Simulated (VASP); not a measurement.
**Ni: single point with PBE**

Ni:

```xyz
1
Lattice="0.0000 1.9219 1.6272 1.7284 0.0000 1.6272 1.7284 1.9219 0.0000" Properties=species:S:1:pos:R:3 pbc="T T T"
Ni    0.0000    0.0000    0.0000
```

This cell differs from its parent crystal: strain +e along x and -e along y -0.0550, strain +e along z and -e/2 along x and y -0.0750.

| Item | Value |
| --- | --- |
| Program | VASP 6.6.1 |
| Task | single point |
| Functional | PBE |
| Potentials or basis | VASP PAW PBE potentials, release 64 (Ni) |
| Cutoff | 520 eV |
| k mesh | 22 × 22 × 22 |
| Occupations | gaussian, width 0.15 eV |
| Spin | collinear spin, ferromagnetic start |
| Starting moments | [0.75] μB |
| Dipole correction | no |
| Further INCAR settings | ALGO = Normal; EDIFF = 1e-07; NBANDS = 15 |

```
Pressure                                              : 3.1 GPa
Net moment                                            : 0.60 μB per cell
Site moments                                          : Ni +0.61 μB
Valence electrons inside the program's atomic spheres : Ni 9.33
```

Stress tensor (GPa, compression positive):
```
  9.10   0.00   0.00
  0.00 -10.40   0.00
  0.00   0.00  10.46
```

Levels at points of the mesh, in eV from the Fermi level:
Spin up:
```tsv
k point	band 3	band 4	band 5	band 6	band 7	band 8
(0.00, 0.00, 0.00)	-2.18	-1.88	-1.77	-0.79	24.23	26.68
(0.50, 0.00, 0.00)	-1.90	-0.70	-0.39	-0.20	5.87	19.91
(0.50, 0.50, 0.00)	-0.67	-0.55	-0.11	4.44	11.43	13.19
(0.50, 0.00, 0.50)	-0.51	-0.44	-0.38	0.59	7.00	17.25
(0.00, 0.50, 0.50)	-0.77	-0.62	-0.06	2.86	9.72	14.83
```
Spin down:
```csv
k point,band 3,band 4,band 5,band 6,band 7,band 8
"(0.00, 0.00, 0.00)",-1.45,-1.20,-1.19,-0.22,24.09,26.57
"(0.50, 0.00, 0.00)",-1.31,-0.25,0.01,0.34,6.27,19.88
"(0.50, 0.50, 0.00)",0.08,0.14,0.73,4.43,11.62,13.23
"(0.50, 0.00, 0.50)",0.16,0.25,0.45,0.54,7.30,17.25
"(0.00, 0.50, 0.50)",-0.04,-0.02,0.79,2.83,9.96,14.81
```

It took 5.5 min on 1 thread of Intel(R) Xeon(R) Platinum 8488C (Sapphire Rapids) (shared host), peak memory 0.45 GiB.

Caveat: the cell differs from its parent crystal (strain +e along x and -e along y -0.0550, strain +e along z and -e/2 along x and y -0.0750); the cell stands under pressure.
